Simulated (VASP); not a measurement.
The system is Al2BAs2.

```
Al B As
1.0
     3.19583    0.00000    0.00000
    -1.59791    2.76767    0.00000
     0.00000    0.00000    9.16848
Al B As
2 1 2
Direct
  0.33333 0.66667 0.12099
  0.66667 0.33333 0.87901
  0.00000 0.00000 0.00000
  0.33333 0.66667 0.65050
  0.66667 0.33333 0.34950
```

The cell was built from a structure type or drawn by symmetry, and may not be a known phase.

| Quantity | Value |
| --- | --- |
| Program | VASP 6.6.1 |
| Task | relaxation of cell and atoms |
| Functional | PBE |
| Potentials or basis | VASP PAW PBE potentials, release 64 (Al, B, As) |
| Cutoff | 600 eV |
| k mesh | 12 × 12 × 4 |
| Occupations | gaussian, width 0.1 eV |
| Spin | no spin polarisation |

At the start: pressure 0.7 GPa; volume 16.22 Å³/atom.

Where does the relaxation end?

Over 15 steps the energy falls by 6.4 meV/atom and the volume is 16.28 Å³/atom (+0.4 %); space group P-3m1 (No. 164, to 0.1 Å) before and after.

Step by step:
```
step  energy change (eV)  largest force (eV/Å)  pressure (GPa)  volume (Å³)
   1              0.0000                0.3352            0.65        81.10
   2             -0.0129                0.1802           -0.44        81.87
   3             -0.0148                0.1007           -0.96        82.27
   4             -0.0235                0.0673           -0.14        81.39
   5             -0.0270                0.0201            0.90        80.32
   6             -0.0272                0.0259            0.66        80.56
   7             -0.0296                0.0651            0.24        80.74
   8             -0.0297                0.0591            0.32        80.71
   9             -0.0305                0.0438           -0.11        81.14
  10             -0.0305                0.0476           -0.17        81.21
  11             -0.0311                0.0403           -0.06        81.20
  12             -0.0313                0.0341            0.03        81.19
  13             -0.0315                0.0240            0.02        81.23
  14             -0.0318                0.0081            0.01        81.34
  15             -0.0318                0.0033           -0.03        81.38
```

Final structure:
```xyz
5
Lattice="3.1481 0.0000 0.0000 -1.5741 2.7263 0.0000 0.0000 0.0000 9.4820" Properties=species:S:1:pos:R:3 pbc="T T T"
Al    0.0000    1.8176    1.1976
Al    1.5741    0.9088    8.2844
B    -1.5741    2.7263    9.4820
As    0.0000    1.8176    6.1927
As    1.5741    0.9088    3.2893
```

Caveat: this functional lacks dispersion, which binds the layers, so the pressure and a relaxed spacing across them are unreliable.
